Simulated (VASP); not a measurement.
# MoS2 (P-6m2) in VASP: a series of runs

Runs on MoS2. Level: PBE+D3(BJ). Tasks: single point.

Everything below comes from runs of VASP 6.6.1. Logs are shortened: lines on timing, memory, paths and dates and some standing lists are left out, and cuts for length are marked.

### Step 1. The cell of the first run

The structure is hexagonal, space group P-6m2 (No. 187). The conventional cell has a = 3.122 Å, b = 3.122 Å, c = 6.762 Å, α = 90.00°, β = 90.00°, γ = 120.00°. Mo (site symmetry -6m2) has 6 S at 2.30 Å within 3.0 Å. S (site symmetry 3m) has 3 Mo at 2.30 Å and 1 S at 2.85 Å within 3.0 Å.

### Step 2. Single point, PBE+D3(BJ) (c/a of the conventional cell at fixed volume 2.1661)

INCAR reads:

```
PREC = Accurate ; ENCUT = 500
EDIFF = 1E-6 ; ISMEAR = 0
SIGMA = 0.05 ; LREAL = F
LASPH = T ; NELM = 120
ALGO = Normal ; ISIF = 2
LWAVE = F ; LCHARG = F
GGA = PE ; IVDW = 12
NBANDS = 20 ; GGA_COMPAT = F
```

KPOINTS reads:

```
regular mesh
0
Gamma
  12 12 4
```

POSCAR reads:

```
MoS2
1.0
    3.1219335931      0.0000000000      0.0000000000
   -1.5609667966      2.7036738005      0.0000000000
    0.0000000000      0.0000000000      6.7624203560
Mo S
1 2
Direct
    0.0000000000      0.0000000000      0.0000000000
    0.3333333333      0.6666666667      0.2107069157
    0.3333333333      0.6666666667      0.7892930843
```

Potentials or basis: VASP PAW PBE potentials, release 64 (Mo_sv, S).

On the command line:

```sh
$ cat potpaw_PBE.64/Mo_sv/POTCAR potpaw_PBE.64/S/POTCAR > POTCAR
$ mpirun -np 1 vasp_std > vasp.out
```

OUTCAR:

```text
PREC = Accurate
   ENCUT = 500
   EDIFF = 1E-6
   ISMEAR = 0
   LREAL = F
   LASPH = T
   NELM = 120
   ISIF = 2
   GGA = PE
   IVDW = 12
 IVDW          = 12

 ion  position               nearest neighbor table
   1  0.000  0.000  0.000-   2 2.30   3 2.30   2 2.30   3 2.30   2 2.30   3 2.30
   2  0.333  0.667  0.211-   1 2.30   1 2.30   1 2.30
   3  0.333  0.667  0.789-   1 2.30   1 2.30   1 2.30

  LATTYP: Found a hexagonal cell.
 ALAT       =     3.1219335931
 C/A-ratio  =     2.1661000000

  Lattice vectors:

 A1 = (   3.1219335931,   0.0000000000,   0.0000000000)
 A2 = (  -1.5609667966,   2.7036738005,   0.0000000000)
 A3 = (   0.0000000000,   0.0000000000,   6.7624203560)

Analysis of symmetry for initial positions (statically):
=====================================================================
 Subroutine PRICEL returns:
 Original cell was already a primitive cell.

 Routine SETGRP: Setting up the symmetry group for a
 hexagonal supercell.

 Subroutine GETGRP returns: Found 12 space group operations
 (whereof 12 operations were pure point group operations)
 out of a pool of 24 trial point group operations.

The static configuration has the point symmetry D_3h.

Analysis of symmetry for dynamics (positions and initial velocities):
=====================================================================
 Subroutine PRICEL returns:
 Original cell was already a primitive cell.

 Routine SETGRP: Setting up the symmetry group for a
 hexagonal supercell.

 Subroutine GETGRP returns: Found 12 space group operations
 (whereof 12 operations were pure point group operations)
 out of a pool of 24 trial point group operations.

The dynamic configuration has the point symmetry D_3h.

 Subroutine INISYM returns: Found 12 space group operations
 (whereof 12 operations are pure point group operations),
 and found     1 'primitive' translations

----------------------------------------------------------------------------------------

                                     Primitive cell

  volume of cell :      57.0795

  direct lattice vectors                    reciprocal lattice vectors
     3.121933593  0.000000000  0.000000000     0.320314308  0.184933552  0.000000000
    -1.560966797  2.703673800  0.000000000     0.000000000  0.369867104  0.000000000
     0.000000000  0.000000000  6.762420356     0.000000000  0.000000000  0.147876048

  length of vectors
     3.121933593  3.121933593  6.762420356     0.369867104  0.369867104  0.147876048

  position of ions in fractional coordinates (direct lattice)
     0.000000000  0.000000000  0.000000000
     0.333333333  0.666666667  0.210706916
     0.333333333  0.666666667  0.789293084

  ion indices of the primitive-cell ions
   primitive index   ion index
                 1           1
                 2           2
                 3           3

----------------------------------------------------------------------------------------

 KPOINTS: regular mesh

Automatic generation of k-mesh.
 Grid dimensions read from file:
 generate k-points for:   12   12    4

 Generating k-lattice:

  Cartesian coordinates                     Fractional coordinates (reciprocal lattice)
     0.026692859  0.015411129  0.000000000     0.083333333  0.000000000  0.000000000
     0.000000000  0.030822259  0.000000000     0.000000000  0.083333333  0.000000000
     0.000000000  0.000000000  0.036969012     0.000000000  0.000000000  0.250000000

  Length of vectors
     0.030822259  0.030822259  0.036969012

  Shift w.r.t. Gamma in fractional coordinates (k-lattice)
     0.000000000  0.000000000  0.000000000

 Subroutine IBZKPT returns following result:
 ===========================================

 Found     57 irreducible k-points:

 Following reciprocal coordinates:
            Coordinates               Weight
  0.000000  0.000000  0.000000      1.000000
  0.083333 -0.000000  0.000000      6.000000
  0.166667  0.000000  0.000000      6.000000
  0.250000 -0.000000  0.000000      6.000000
  0.333333 -0.000000  0.000000      6.000000
  0.416667  0.000000  0.000000      6.000000
[... 16 lines left out ...]
  0.250000 -0.000000  0.250000     12.000000
  0.333333 -0.000000  0.250000     12.000000
 [... further k-points ...]
   k-points           NKPTS =     57   k-points in BZ     NKDIM =     57   number of bands    NBANDS=     20
   number of dos      NEDOS =    301   number of ions     NIONS =      3
   total plane-waves  NPLWV =  28800
   dimension x,y,z NGX =    24 NGY =   24 NGZ =   50
   dimension x,y,z NGXF=    48 NGYF=   48 NGZF=  100
   ions per type =               1   2
   NGX,Y,Z   is equivalent  to a cutoff of  12.78, 12.78, 12.29 a.u.
   NGXF,Y,Z  is equivalent  to a cutoff of  25.56, 25.56, 24.58 a.u.
 SYSTEM =  unknown system
   PREC   = accura    normal or accurate (medium, high low for compatibility)
   ISTART =      0    job   : 0-new  1-cont  2-samecut
   ICHARG =      2    charge: 1-file 2-atom 10-const
   ISPIN  =      1    spin polarized calculation?
   LNONCOLLINEAR =      F non collinear calculations
   LSORBIT =      F    spin-orbit coupling
   LASPH  =      T    aspherical Exc in radial PAW
   ENCUT  =  500.0 eV  36.75 Ry    6.06 a.u.   5.69  5.69 12.33*2*pi/ulx,y,z
   NELM   =    120;   NELMIN=  2; NELMDL= -5     # of ELM steps
   EDIFF  = 0.1E-05   stopping-criterion for ELM
   LREAL  =      F    real-space projection
   EDIFFG = 0.1E-04   stopping-criterion for IOM
   NSW    =      0    number of steps for IOM
   IBRION =     -1    ionic relax: 0-MD 1-quasi-New 2-CG
   NFREE  =      0    steps in history (QN), initial steepest desc. (CG)
   ISIF   =      2    stress and relaxation
   ISYM   =      2    0-nonsym 1-usesym 2-fastsym
   POTIM  = 0.5000    time-step for ionic-motion
   TEBEG  =    0.0;   TEEND  =   0.0 temperature during run
   PSTRESS=    0.0 pullay stress
   NELECT =      26.0000    total number of electrons
   NUPDOWN=      -1.0000    fix difference up-down
   EMIN   =  10.00;   EMAX   =-10.00  energy-range for DOS
   EFERMI =   0.00;   METHOD = LEGACY
   ISMEAR =     0;   SIGMA  =   0.05  broadening in eV -4-tet -1-fermi 0-gaus
   EFERMI_NEDOS =   21; number of points for ismear=-14 and -15
   IALGO  =     38    algorithm
   IMIX   =      4    mixing-type and parameters
     AMIX     =   0.40;   BMIX     =  1.00
     AMIX_MAG =   1.60;   BMIX_MAG =  1.00
  volume/ion in A,a.u.               =      19.03       128.40
  Fermi-wavevector in a.u.,A,eV,Ry     =   1.259619  2.380335 21.587552  1.586640
  Thomas-Fermi vector in A             =   2.393170
   LORBIT       =      0    0 simple, 1 ext, 2 COOP (PROOUT), +10 PAW based schemes
   GGA     = PE    functional components
   LHFCALC =     F    Hartree Fock is set to
   AEXX    =    0.0000 exact exchange contribution
   IVDW    =    12    specifies the selected vdW correction
   LEPSILON=     F    determine dielectric tensor
   LRPA    =     F    only Hartree local field effects (RPA)
 non-spin polarized calculation
 Gauss-broadening in eV      SIGMA  =   0.05
  energy-cutoff  :      500.00
  volume of cell :       57.08
 maximum number of plane-waves:      1473
 NGX is ok and might be reduce to    24
   NGX = 11   NGY = 11   NGZ = 25

 number of electron      25.9999998 magnetization

 Free energy of the ion-electron system (eV)
  ---------------------------------------------------
  ext. energy  EPLUGINS =         0.00000000
  ---------------------------------------------------
  free energy    TOTEN  =       -21.26235343 eV

  energy without entropy =      -21.26235343  energy(sigma->0) =      -21.26235343

 E-fermi :   7.0485     XC(G=0): -10.0561

 val. band max:        6.8017553970   @ k =   0.0000   0.0000   0.5000
 cond. band min:       7.3448173706   @ k =   0.3333   0.3333   0.0000
 fundamental gap:      0.5430619736
 Fermi energy:         7.0484573922

 k-point     1 :       0.0000    0.0000    0.0000
  band No.  band energies     occupation
      1     -54.7599      2.00000
      2     -28.9993      2.00000
      3     -28.7573      2.00000
      4     -28.7573      2.00000
      5      -8.8341      2.00000
      6      -6.8367      2.00000
[... 12 lines left out ...]
     19      13.3986      0.00000
     20      15.6158      0.00000

 k-point     2 :       0.0833   -0.0000    0.0000
  band No.  band energies     occupation
      1     -54.7564      2.00000
      2     -28.9922      2.00000
      3     -28.7925      2.00000
      4     -28.7651      2.00000
      5      -8.7167      2.00000
      6      -6.8095      2.00000
[... 12 lines left out ...]
     19      13.5841      0.00000
     20      16.0888      0.00000

 k-point     3 :       0.1667    0.0000    0.0000
  band No.  band energies     occupation
      1     -54.7467      2.00000
      2     -28.9726      2.00000
      3     -28.8877      2.00000
      4     -28.7862      2.00000
      5      -8.3856      2.00000
      6      -6.7331      2.00000
[... 12 lines left out ...]
     19      14.1565      0.00000
     20      16.3366      0.00000

 k-point     4 :       0.2500   -0.0000    0.0000
  band No.  band energies     occupation
      1     -54.7335      2.00000
      2     -29.0154      2.00000
      3     -28.9456      2.00000
      4     -28.8148      2.00000
      5      -7.9028      2.00000
      6      -6.6232      2.00000
[... 12 lines left out ...]
     19      15.2595      0.00000
     20      15.6167      0.00000

 k-point     5 :       0.3333   -0.0000    0.0000
  band No.  band energies     occupation
      1     -54.7203      2.00000
      2     -29.1406      2.00000
      3     -28.9186      2.00000
      4     -28.8433      2.00000
      5      -7.3729      2.00000
      6      -6.5055      2.00000
[... 12 lines left out ...]
     19      14.4208      0.00000
     20      14.8176      0.00000

 k-point     6 :       0.4167    0.0000    0.0000
  band No.  band energies     occupation
      1     -54.7106      2.00000
      2     -29.2307      2.00000
      3     -28.8987      2.00000
      4     -28.8641      2.00000
      5      -6.9429      2.00000
      6      -6.4136      2.00000
[... 12 lines left out ...]
     19      14.2602      0.00000
     20      14.5302      0.00000

 k-point     7 :       0.5000   -0.0000    0.0000
  band No.  band energies     occupation
      1     -54.7070      2.00000
      2     -29.2634      2.00000
      3     -28.8914      2.00000
      4     -28.8717      2.00000
      5      -6.7738      2.00000
      6      -6.3785      2.00000
[... 12 lines left out ...]
     19      14.4244      0.00000
     20      14.5214      0.00000
[... 277 lines left out ...]
 k-point    20 :       0.0000    0.0000    0.2500
  band No.  band energies     occupation
      1     -54.7599      2.00000
      2     -28.9994      2.00000
      3     -28.7573      2.00000
      4     -28.7573      2.00000
      5      -8.8148      2.00000
      6      -6.8810      2.00000
[... 12 lines left out ...]
     19      13.7129      0.00000
     20      15.5125      0.00000

 k-point    21 :       0.0833   -0.0000    0.2500
  band No.  band energies     occupation
      1     -54.7563      2.00000
      2     -28.9922      2.00000
      3     -28.7925      2.00000
      4     -28.7651      2.00000
      5      -8.6973      2.00000
      6      -6.8523      2.00000
[... 12 lines left out ...]
     19      13.8477      0.00000
     20      15.9743      0.00000

 k-point    22 :       0.1667    0.0000    0.2500
  band No.  band energies     occupation
      1     -54.7467      2.00000
      2     -28.9726      2.00000
      3     -28.8877      2.00000
      4     -28.7862      2.00000
      5      -8.3662      2.00000
      6      -6.7717      2.00000
[... 12 lines left out ...]
     19      14.2123      0.00000
     20      16.3287      0.00000

 k-point    23 :       0.2500   -0.0000    0.2500
  band No.  band energies     occupation
      1     -54.7335      2.00000
      2     -29.0154      2.00000
      3     -28.9456      2.00000
      4     -28.8148      2.00000
      5      -7.8839      2.00000
      6      -6.6558      2.00000
[... 12 lines left out ...]
     19      15.0479      0.00000
     20      15.8032      0.00000

 k-point    24 :       0.3333   -0.0000    0.2500
  band No.  band energies     occupation
      1     -54.7203      2.00000
      2     -29.1406      2.00000
      3     -28.9186      2.00000
      4     -28.8433      2.00000
      5      -7.3553      2.00000
      6      -6.5319      2.00000
[... 12 lines left out ...]
     19      14.4959      0.00000
     20      15.0869      0.00000

 [... further k-points ...]

------------------------ aborting loop because EDIFF is reached ----------------------------------------

 Edisp (eV)   -1.20411

 E8    (eV) :    -0.4881

  FORCE on cell =-STRESS in cart. coord.  units (eV):
  Direction    XX          YY          ZZ          XY          YZ          ZX
  --------------------------------------------------------------------------------------
  -------------------------------------------------------------------------------------
  Total       4.82773     4.82773     9.63870    -0.00000     0.00000     0.00000
  in kB     135.51061   135.51061   270.55095    -0.00000     0.00000     0.00000
  external pressure =      180.52 kB  Pullay stress =        0.00 kB

 VOLUME and BASIS-vectors are now :
 -----------------------------------------------------------------------------
  energy-cutoff  :      500.00
  volume of cell :       57.08
      direct lattice vectors                 reciprocal lattice vectors
     3.121933593  0.000000000  0.000000000     0.320314308  0.184933552  0.000000000
    -1.560966797  2.703673800  0.000000000     0.000000000  0.369867104  0.000000000
     0.000000000  0.000000000  6.762420356     0.000000000  0.000000000  0.147876048

 POSITION                                       TOTAL-FORCE (eV/Angst)
 -----------------------------------------------------------------------------------
      0.00000      0.00000      0.00000        -0.000000      0.000000     -0.000000
     -0.00000      1.80245      1.42489        -0.000000     -0.000000      3.597537
     -0.00000      1.80245      5.33753         0.000000     -0.000000     -3.597537
 -----------------------------------------------------------------------------------
    total drift:                                0.000000     -0.000000     -0.000000

  FREE ENERGIE OF THE ION-ELECTRON SYSTEM (eV)
  ---------------------------------------------------
  free  energy   TOTEN  =       -22.4664684265 eV

  energy  without entropy=      -22.4664684265  energy(sigma->0) =      -22.46646843
```

It took 43 s on 1 thread of Intel Xeon 6975P-C, shared host; peak memory 0.22 GiB.

Results:

```
Free energy                : -22.4665 eV
Pressure                   : 18.1 GPa
Largest force              : 3.598 eV/Å
Band gap on the k mesh     : 0.54 eV, indirect (least direct gap 1.56 eV)
Dispersion energy per atom : -0.401 eV
```

Forces on the atoms (eV/Å):
```
Mo   0.000  0.000  0.000
S    0.000  0.000  3.598
S    0.000  0.000 -3.598
```

Caveat: forces of over 1 eV/Å act on the atoms, so gaps and moduli don't describe the material at rest. A k mesh can miss the band edges.

### Step 3. Single point, PBE+D3(BJ) (c/a of the conventional cell at fixed volume 2.2224)

INCAR reads:

```
  PREC = Accurate
  ENCUT = 500
  EDIFF = 1E-6
  ISMEAR = 0
  SIGMA = 0.05
  LREAL = F
  LASPH = T
  NELM = 120
  ALGO = Normal
  ISIF = 2
  LWAVE = F
  LCHARG = F
  GGA = PE
  IVDW = 12
  NBANDS = 20
  GGA_COMPAT = F
```

KPOINTS is that of step 2.

POSCAR reads:

```
MoS2
1.0
    3.0953451714      0.0000000000      0.0000000000
   -1.5476725857      2.6806475519      0.0000000000
    0.0000000000      0.0000000000      6.8790951089
Mo S
1 2
Direct
    0.0000000000      0.0000000000      0.0000000000
    0.3333333333      0.6666666667      0.2483301274
    0.3333333333      0.6666666667      0.7516698726
```

Potentials or basis: VASP PAW PBE potentials, release 64 (Mo_sv, S).

On the command line:

```sh
$ cat potpaw_PBE.64/Mo_sv/POTCAR potpaw_PBE.64/S/POTCAR > POTCAR
$ mpirun -np 1 vasp_std > vasp.out
```

Run time: 36 s. Hardware: 1 thread of Intel Xeon 6975P-C, shared host; peak memory 0.22 GiB.

It converged, with:

```yaml
Free_energy: -22.7004 eV
Pressure: -7.4 GPa
Largest_force: 2.012 eV/Å
Band_gap_on_the_k_mesh: 1.02 eV, indirect (least direct gap 1.88 eV)
Dispersion_energy_per_atom: -0.398 eV
```

Forces in eV/Å, atoms in the order of the input:
```
Mo   0.000  0.000  0.000
S    0.000  0.000 -2.012
S    0.000  0.000  2.012
```

Stress tensor (GPa, compression positive):
```
 -1.47   0.00   0.00
  0.00  -1.47   0.00
  0.00   0.00 -19.16
```

Levels at points of the mesh, in eV from the valence-band top:
```tsv
k point	band 10	band 11	band 12	band 13	band 14	band 15	band 16	band 17
(0.00, 0.00, 0.00)	-1.65	-1.22	-0.87	-0.87	2.67	2.67	2.83	2.83
(0.50, 0.00, 0.00)	-2.66	-2.07	-1.11	-0.60	2.48	2.54	3.85	3.89
(0.00, 0.00, 0.50)	-1.95	-0.90	-0.90	-0.34	2.75	2.75	2.77	2.77
(0.50, 0.00, 0.50)	-2.89	-2.69	-0.61	-0.51	2.55	2.82	3.13	3.71
```

Caveat: forces of over 1 eV/Å act on the atoms, so gaps and moduli don't describe the material at rest.

(Continued in part 2 of 2.)
